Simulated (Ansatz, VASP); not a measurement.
Two plane-wave programs on Ca

```xyz
1
Lattice="0.0000 2.6353 2.6353 2.6353 0.0000 2.6353 2.6353 2.6353 0.0000" Properties=species:S:1:pos:R:3 pbc="T T T"
Ca    0.0000    0.0000    0.0000
```

Alike in both runs: task single point; functional LDA; k mesh 17 × 17 × 17; occupations fermi-dirac, width 0.1 eV; no spin polarisation.

|  | VASP | Ansatz |
| --- | --- | --- |
| version | VASP 6.6.1 | Ansatz 0.2.0 |
| potentials or method | VASP PAW LDA potentials, release 64 (Ca_sv), cutoff 520 eV | plane waves (420 eV) with PAW, scalar-relativistic |
| valence electrons in the cell | 10 | 10 |

|  | VASP | Ansatz | Ansatz less VASP |
| --- | --- | --- | --- |
| pressure (GPa) | 0.8 | 0.8 | -0.01 |

Ansatz warns that its potentials were made for another functional, while VASP's fit it. LDA's correlation is that of Perdew and Zunger in VASP and of Perdew and Wang (1992) in Ansatz.
